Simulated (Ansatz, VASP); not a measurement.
## Sr in VASP and in Ansatz

```
Sr
1.0
     3.01914    3.01914    0.00000
    -3.01914    3.01914    0.00000
     0.00000    0.00000    6.03827
Sr
2
Direct
  0.00000 0.00000 0.00000
  0.50000 0.50000 0.50000
```

Alike in both runs: task single point; functional PBE; k mesh 9 × 9 × 6; occupations fermi-dirac, width 0.05 eV; no spin polarisation.

|  | VASP | Ansatz |
| --- | --- | --- |
| version | VASP 6.6.1 | Ansatz 0.2.0 |
| potentials or method | VASP PAW PBE potentials, release 64 (Sr_sv) | PAW with Ansatz's default frozen-core files, scalar-relativistic |
| plane-wave cutoff (eV) | 520 | 420 |
| valence electrons in the cell | 20 | 20 |

|  | VASP | Ansatz | Ansatz less VASP |
| --- | --- | --- | --- |
| pressure (GPa) | -0.1 | -0.1 | 0.00 |

The functional is the same, so the differences come from potentials, cutoffs and numerics.
